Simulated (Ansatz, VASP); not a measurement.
## Two plane-wave programs on W

File INCAR:

```
  PREC = Accurate
  ENCUT = 500
  EDIFF = 1E-6
  ISMEAR = 0
  SIGMA = 0.15
  LREAL = False
  LASPH = True
  NELM = 120
  ALGO = Normal
  ISIF = 2
  LWAVE = False
  LCHARG = False
  GGA = PE
  NBANDS = 13
  GGA_COMPAT = False
```

File KPOINTS:

```
regular mesh
0
Gamma
  30 30 30
```

File POSCAR:

```
W
1.0
   -1.6803892075      1.6803892075      1.4283308264
    1.6803892075     -1.6803892075      1.4283308264
    1.6803892075      1.6803892075     -1.4283308264
W
1
Direct
    0.0000000000      0.0000000000      0.0000000000
```

Input for Ansatz:

```yaml
crystal:
  lattice:
    - [-1.6803892075, 1.6803892075, 1.4283308264]
    - [1.6803892075, -1.6803892075, 1.4283308264]
    - [1.6803892075, 1.6803892075, -1.4283308264]
  atoms:
    - { symbol: W, position: [0.0, 0.0, 0.0] }
basis:
  ecutwfc: 420
kpoints:
  mp_grid: { grid: [30, 30, 30] }
hamiltonian:
  xc: pbe
scf:
  occupations: { method: gaussian, width: 0.15 }
output:
  forces: true
  stress: true
  eigenvalues: true
```

Alike in both runs: task single point; functional PBE; k mesh 30 × 30 × 30; occupations gaussian, width 0.15 eV; no spin polarisation.

|  | VASP | Ansatz |
| --- | --- | --- |
| version | VASP 6.6.1 | Ansatz 0.2.0 |
| potentials or method | VASP PAW PBE potentials, release 64 (W_sv), cutoff 500 eV | scalar-relativistic, plane waves, PAW |
| valence electrons in the cell | 14 | 14 |

|  | VASP | Ansatz | Ansatz less VASP |
| --- | --- | --- | --- |
| gap on the k mesh at the Fermi level (eV) | none | none | - |
| pressure (GPa) | 4.8 | 4.3 | -0.50 |
| traceless stress, the component that is largest in VASP (GPa) | 27.74 | 27.65 | -0.090 |

A gap of «none» marks a metal or a gap that the smearing closes.

Neither program's run includes spin-orbit coupling.
